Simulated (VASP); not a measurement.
# InP (F-43m) in VASP: notebook

InP is run at these levels: PBEsol; tasks: elastic constants.

All numbers are computed with VASP 6.6.1; they aren't measurements. Logs are shortened: lines on timing, memory, paths and dates and some standing lists are left out, and cuts for length are marked.

## (1) The cell of the first run

The structure is cubic, space group F-43m (No. 216). Conventional cell: a = 5.488 Å, b = 5.488 Å, c = 5.488 Å, α = 90.00°, β = 90.00°, γ = 90.00°. Within 3.1 Å of In (site symmetry -43m) lie 4 P at 2.38 Å. Within 3.1 Å of P (site symmetry -43m) lie 4 In at 2.38 Å.

## (2) Elastic constants, PBEsol

Contents of INCAR:

```
SYSTEM = InP
PREC = Accurate
ENCUT = 600
EDIFF = 1E-8
ISMEAR = 0
SIGMA = 0.01
LREAL = .FALSE.
LASPH = .TRUE.
NELM = 80
ALGO = Normal
ISIF = 3
LWAVE = .FALSE.
LCHARG = .TRUE.
GGA = PS
NBANDS = 16
IBRION = 6
NFREE = 2
POTIM = 0.015
NSW = 1
```

Contents of KPOINTS:

```
regular mesh
0
G
  10 10 10
  0 0 0
```

Contents of POSCAR:

```
InP
1.0
    0.0000000000      2.7440511973      2.7440511973
    2.7440511973      0.0000000000      2.7440511973
    2.7440511973      2.7440511973      0.0000000000
In P
1 1
Direct
    0.0000000000      0.0000000000      0.0000000000
    0.7500000000      0.7500000000      0.7500000000
```

Potentials or basis: VASP PAW PBE potentials, release 64 (In_d, P).

The run is started by

```
$ cat potpaw_PBE.64/In_d/POTCAR potpaw_PBE.64/P/POTCAR > POTCAR
$ mpirun -np 1 vasp_std > vasp.out
```

OUTCAR:

```text
SYSTEM = InP
   PREC = Accurate
   ENCUT = 600
   EDIFF = 1E-8
   ISMEAR = 0
   LREAL = .FALSE.
   LASPH = .TRUE.
   NELM = 80
   ISIF = 3
   GGA = PS
   IBRION = 6
   NFREE = 2
   POTIM = 0.015
   NSW = 1

 ion  position               nearest neighbor table
   1  0.000  0.000  0.000-   2 2.38   2 2.38   2 2.38   2 2.38
   2  0.750  0.750  0.750-   1 2.38   1 2.38   1 2.38   1 2.38

  LATTYP: Found a face centered cubic cell.
 ALAT       =     5.4881023946

  Lattice vectors:

 A1 = (   0.0000000000,   2.7440511973,   2.7440511973)
 A2 = (   2.7440511973,   0.0000000000,   2.7440511973)
 A3 = (   2.7440511973,   2.7440511973,   0.0000000000)

Analysis of symmetry for initial positions (statically):
=====================================================================
 Subroutine PRICEL returns:
 Original cell was already a primitive cell.

 Routine SETGRP: Setting up the symmetry group for a
 face centered cubic supercell.

 Subroutine GETGRP returns: Found 24 space group operations
 (whereof 24 operations were pure point group operations)
 out of a pool of 48 trial point group operations.

The static configuration has the point symmetry T_d .

Analysis of symmetry for dynamics (positions and initial velocities):
=====================================================================
 Subroutine PRICEL returns:
 Original cell was already a primitive cell.

 Routine SETGRP: Setting up the symmetry group for a
 face centered cubic supercell.

 Subroutine GETGRP returns: Found 24 space group operations
 (whereof 24 operations were pure point group operations)
 out of a pool of 48 trial point group operations.

The dynamic configuration has the point symmetry T_d .

 Subroutine INISYM returns: Found 24 space group operations
 (whereof 24 operations are pure point group operations),
 and found     1 'primitive' translations

----------------------------------------------------------------------------------------

                                     Primitive cell

  volume of cell :      41.3244

  direct lattice vectors                    reciprocal lattice vectors
     0.000000000  2.744051197  2.744051197    -0.182212344  0.182212344  0.182212344
     2.744051197  0.000000000  2.744051197     0.182212344 -0.182212344  0.182212344
     2.744051197  2.744051197  0.000000000     0.182212344  0.182212344 -0.182212344

  length of vectors
     3.880674419  3.880674419  3.880674419     0.315601037  0.315601037  0.315601037

  position of ions in fractional coordinates (direct lattice)
     0.000000000  0.000000000  0.000000000
     0.750000000  0.750000000  0.750000000

  ion indices of the primitive-cell ions
   primitive index   ion index
                 1           1
                 2           2

----------------------------------------------------------------------------------------

 KPOINTS: regular mesh

Automatic generation of k-mesh.
 Grid dimensions read from file:
 generate k-points for:   10   10   10

[... 96 lines left out ...]
 Gauss-broadening in eV      SIGMA  =   0.01
  energy-cutoff  :      600.00
  volume of cell :       41.32
 maximum number of plane-waves:      1411
   NGX = 15   NGY = 15   NGZ = 15

--------------------------------------- Ionic step        1  -------------------------------------------

 number of electron      17.9999996 magnetization

 Free energy of the ion-electron system (eV)
  ---------------------------------------------------
  ext. energy  EPLUGINS =         0.00000000
  ---------------------------------------------------
  free energy    TOTEN  =        -8.61895380 eV

  energy without entropy =       -8.61895380  energy(sigma->0) =       -8.61895380

------------------------ aborting loop because EDIFF is reached ----------------------------------------

  FORCE on cell =-STRESS in cart. coord.  units (eV):
  Direction    XX          YY          ZZ          XY          YZ          ZX
  --------------------------------------------------------------------------------------
  -------------------------------------------------------------------------------------
  Total        5.6578090      5.6578090      5.6578090     -0.0000000     -0.0000000     -0.0000000
  in kB      219.3573743    219.3573743    219.3573743     -0.0000000     -0.0000000     -0.0000000
  external PRESSURE =     219.3573743 kB  Pullay stress =       0.0000000 kB
[... 89 lines left out ...]
  FREE ENERGIE OF THE ION-ELECTRON SYSTEM (eV)
  ---------------------------------------------------
  free  energy   TOTEN  =        -8.5290924854 eV

  energy  without entropy=       -8.5290924854  energy(sigma->0) =       -8.52909249

[... ionic steps 4 to 14 ...]

--------------------------------------- Ionic step       15  -------------------------------------------

 number of electron      17.9999998 magnetization

------------------------ aborting loop because EDIFF is reached ----------------------------------------
[... 67 lines left out ...]
--------------------------------------- Ionic step       17  -------------------------------------------

 number of electron      17.9999996 magnetization

 Free energy of the ion-electron system (eV)
  ---------------------------------------------------
  ext. energy  EPLUGINS =         0.00000000
  ---------------------------------------------------
  free energy    TOTEN  =        -8.61747489 eV

  energy without entropy =       -8.61747489  energy(sigma->0) =       -8.61747489

 E-fermi :   7.6413     XC(G=0): -10.3769

 val. band max:        7.5582617354   @ k =   0.0000   0.0000   0.0000
 cond. band min:       8.7594818704   @ k =   0.0000   0.5000   0.5000
 fundamental gap:      1.2012201350
 Fermi energy:         7.6413379497

 k-point     1 :       0.0000    0.0000    0.0000
  band No.  band energies     occupation
      1      -7.2355      2.00000
      2      -7.2287      2.00000
      3      -7.2201      2.00000
      4      -6.9443      2.00000
      5      -6.9442      2.00000
      6      -5.5867      2.00000
[... 433 lines left out ...]
      3      -7.0742      2.00000
      4      -7.0259      2.00000
      5      -6.8911      2.00000
      6      -3.2895      2.00000
[... 8 lines left out ...]
     15      18.3805      0.00000
     16      21.3145      0.00000

 [... further k-points ...]
[... 5 lines left out ...]
  --------------------------------------------------------------------------------------
  -------------------------------------------------------------------------------------
  Total        5.6565580      5.6621582      5.6621582      0.0000000     -0.2749524      0.0000000
  in kB      219.3088735    219.5259961    219.5259961      0.0000000    -10.6601066      0.0000000
  external PRESSURE =     219.4536219 kB  Pullay stress =       0.0000000 kB
[... 17 lines left out ...]
  FREE ENERGIE OF THE ION-ELECTRON SYSTEM (eV)
  ---------------------------------------------------
  free  energy   TOTEN  =        -8.6174748933 eV

  energy  without entropy=       -8.6174748933  energy(sigma->0) =       -8.61747489

 INTERNAL STRAIN TENSORS FROM STRAINED CELLS
 ============================================

 INTERNAL STRAIN TENSOR FOR ION    1 for displacements in x,y,z  (eV/Angst):
          X           Y           Z          XY          YZ          ZX
  --------------------------------------------------------------------------------
  x    -0.00000     0.00000     0.00000    -0.00000   -18.34704     0.00000
  y    -0.00000     0.00000     0.00000     0.00000     0.00000   -18.34701
  z    -0.00000     0.00000    -0.00000   -18.34716     0.00000     0.00000

 INTERNAL STRAIN TENSORS FROM DISPLACED ATOMS
 ============================================

 INTERNAL STRAIN TENSOR FOR ION    1 for displacements in x,y,z  (eV/Angst):
          X           Y           Z          XY          YZ          ZX
  --------------------------------------------------------------------------------
  x    -0.00000     0.00000     0.00000     0.00000   -18.34469     0.00000
  y     0.00000    -0.00000     0.00000     0.00000     0.00000   -18.34469
  z     0.00000     0.00000    -0.00000   -18.34469     0.00000     0.00000

 INTERNAL STRAIN TENSOR FOR ION    2 for displacements in x,y,z  (eV/Angst):
          X           Y           Z          XY          YZ          ZX
  --------------------------------------------------------------------------------
  x    -0.00000    -0.00000    -0.00000     0.00000    18.33728     0.00000
  y    -0.00000    -0.00000    -0.00000     0.00000     0.00000    18.33728
  z    -0.00000    -0.00000    -0.00000    18.33728     0.00000     0.00000

 Eigenvectors and eigenvalues of the dynamical matrix
 ----------------------------------------------------

   1 f  =   11.475656 THz    72.103672 2PiTHz  382.786676 cm-1    47.459478 meV
             X         Y         Z           dx          dy          dz
      0.000000  0.000000  0.000000    -0.000000    0.460801    0.000000
      4.116077  4.116077  4.116077     0.000000   -0.887503    0.000000
[... 21 lines left out ...]
   6 f/i=    0.001579 THz     0.009923 2PiTHz    0.052680 cm-1     0.006531 meV
             X         Y         Z           dx          dy          dz
      0.000000  0.000000  0.000000    -0.125993   -0.542217   -0.691223
      4.116077  4.116077  4.116077    -0.065417   -0.281525   -0.358890

--------------------------------------------------------------------------------------------------------

 ELASTIC MODULI CONTR FROM IONIC RELAXATION (kBar)
 Direction    XX          YY          ZZ          XY          YZ          ZX
 --------------------------------------------------------------------------------
 XX          -0.0000      0.0000      0.0000      0.0000     -0.0000      0.0000
 YY           0.0000     -0.0000      0.0000      0.0000      0.0000     -0.0000
 ZZ           0.0000      0.0000     -0.0000     -0.0000      0.0000      0.0000
 XY           0.0000      0.0000     -0.0000   -992.4406     -0.0000     -0.0000
 YZ          -0.0000      0.0000      0.0000     -0.0000   -992.4406      0.0000
 ZX           0.0000     -0.0000      0.0000     -0.0000      0.0000   -992.4406
 --------------------------------------------------------------------------------

 TOTAL ELASTIC MODULI (kBar)
 Direction    XX          YY          ZZ          XY          YZ          ZX
 --------------------------------------------------------------------------------
 XX        1496.2338   1248.8217   1248.8217     -0.0000     -0.0000     -0.0000
 YY        1248.8217   1496.2338   1248.8217     -0.0000      0.0000     -0.0000
 ZZ        1248.8217   1248.8217   1496.2338     -0.0000      0.0000     -0.0000
 XY          -0.0000     -0.0000     -0.0000    331.1880     -0.0000     -0.0000
 YZ          -0.0000      0.0000      0.0000     -0.0000    331.1880      0.0000
 ZX          -0.0000     -0.0000     -0.0000     -0.0000      0.0000    331.1880
 --------------------------------------------------------------------------------
```

It took 39 min on 1 thread of Intel Xeon 8259CL, shared host; peak memory 0.48 GiB.

Results:

```
Elastic constants C11, C12, C44                         : 150, 125, 33 GPa
Voigt bulk modulus                                      : 133 GPa
Highest phonon frequency at Γ, LO-TO splitting left out : 383 cm⁻¹
```

Phonon frequencies in cm⁻¹ (negative: imaginary):
| q point | frequencies |
| --- | --- |
| (0.000, 0.000, 0.000) | 0 0 0 383 383 383 |

Elastic tensor in Voigt notation (GPa, in the Cartesian axes of the cell as first typed):
```
150 125 125   0   0   0
125 150 125   0   0   0
125 125 150   0   0   0
  0   0   0  33   0   0
  0   0   0   0  33   0
  0   0   0   0   0  33
```

Clamped-ion elastic tensor (GPa):
```
150 125 125   0   0   0
125 150 125   0   0   0
125 125 150   0   0   0
  0   0   0 132   0   0
  0   0   0   0 132   0
  0   0   0   0   0 132
```

Caveat: the cell is under stress, which shifts elastic constants; the PAW data sets were made with another functional, which shifts forces and pressure a little; spin-orbit coupling is left out, which moves the levels of the heavy elements.

## (3) Elastic constants, PBEsol

This run uses another cell than the first one, of 22.43 Å³/atom.

Contents of INCAR:

```
PREC = Accurate
ENCUT = 600
EDIFF = 1E-8
ISMEAR = 0
SIGMA = 0.01
LREAL = F
LASPH = T
NELM = 100
ALGO = Normal
ISIF = 3
LWAVE = F
LCHARG = F
GGA = PS
IBRION = 6
NFREE = 2
POTIM = 0.015
NSW = 1
```

Contents of KPOINTS:

```
Automatic mesh
0
Gamma
  10 10 10
```

Contents of POSCAR:

```
InP
1.0
    0.0000000000      2.8203469900      2.8203469900
    2.8203469900      0.0000000000      2.8203469900
    2.8203469900      2.8203469900      0.0000000000
In P
1 1
Direct
    0.0000000000      0.0000000000      0.0000000000
    0.7500000000      0.7500000000      0.7500000000
```

Potentials or basis: VASP PAW PBE potentials, release 64 (In_d, P).

The run is started by

```
$ cat potpaw_PBE.64/In_d/POTCAR potpaw_PBE.64/P/POTCAR > POTCAR
$ mpirun -np 1 vasp_std > vasp.out
```

Wall time 32 min (1 thread of Intel Xeon 8259CL, shared host); peak memory 0.47 GiB.

The run converged. Its results:

```yaml
Elastic_constants_C11_C12_C44: 126, 91, 42 GPa
Voigt_bulk_modulus: 102 GPa
Highest_phonon_frequency_at_Γ_LO-TO_splitting_left_out: 346 cm⁻¹
```

Phonon frequencies in cm⁻¹ (negative: imaginary):
```tsv
q point	frequencies
(0.000, 0.000, 0.000)	0 0 0 346 346 346
```

Elastic tensor in Voigt notation (GPa, in the Cartesian axes of the cell as first typed):
```
126  91  91   0   0   0
 91 126  91   0   0   0
 91  91 126   0   0   0
  0   0   0  42   0   0
  0   0   0   0  42   0
  0   0   0   0   0  42
```

Clamped-ion elastic tensor (GPa):
```
126  91  91   0   0   0
 91 126  91   0   0   0
 91  91 126   0   0   0
  0   0   0 103   0   0
  0   0   0   0 103   0
  0   0   0   0   0 103
```

Caveat: the cell is under stress, which shifts elastic constants; the PAW data sets were made with another functional, which shifts forces and pressure a little; spin-orbit coupling is left out, which moves the levels of the heavy elements.
